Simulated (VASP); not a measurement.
Input of a VASP 6.6.1 run:

The input INCAR:

```
  PREC = Accurate
  ENCUT = 520
  EDIFF = 1E-7
  ISMEAR = 0
  SIGMA = 0.02
  LREAL = False
  LASPH = True
  NELM = 100
  ALGO = Normal
  ISIF = 2
  LWAVE = False
  LCHARG = True
  GGA = PE
  LELF = True
  LVHAR = True
  NBANDS = 35
```

File KPOINTS:

```
regular mesh
0
Gamma
  12 12 4
```

File POSCAR:

```
WS2
1.0
    3.3229724452      0.0000000000      0.0000000000
   -1.6614862226      2.8777785536      0.0000000000
    0.0000000000      0.0000000000     11.9370000000
W S
2 4
Direct
    0.3333333333      0.6666666667      0.2500000000
    0.6666666667      0.3333333333      0.7500000000
    0.3333333333      0.6666666667      0.6297979590
    0.6666666667      0.3333333333      0.1297979590
    0.3333333333      0.6666666667      0.8702020410
    0.6666666667      0.3333333333      0.3702020410
```

Potentials or basis: VASP PAW PBE potentials, release 64 (W_sv, S).

Command:

```bash
$ cat potpaw_PBE.64/W_sv/POTCAR potpaw_PBE.64/S/POTCAR > POTCAR
$ mpirun -np 1 vasp_std > vasp.out
```

**Question.** Predict the pressure.

**Answer.** 2.6 GPa.

**Question.** What does it give for the band gap on the k mesh?

**Answer.** Zero (band 26 reaches 7.22 eV, above the bottom of band 27 at 6.96 eV).

**Question.** Estimate the largest force.

**Answer.** 1.798 eV/Å.

Stress tensor (GPa, compression positive):
```
-4.58  0.00  0.00
 0.00 -4.58  0.00
 0.00  0.00 16.87
```

Caveat: the cell differs from its parent crystal (strained); spin-orbit coupling is left out, which moves the levels of the heavy elements; this functional lacks dispersion, which binds the layers, so the pressure and a relaxed spacing across them are unreliable; forces of over 1 eV/Å act on the atoms, so gaps and moduli don't describe the material at rest.
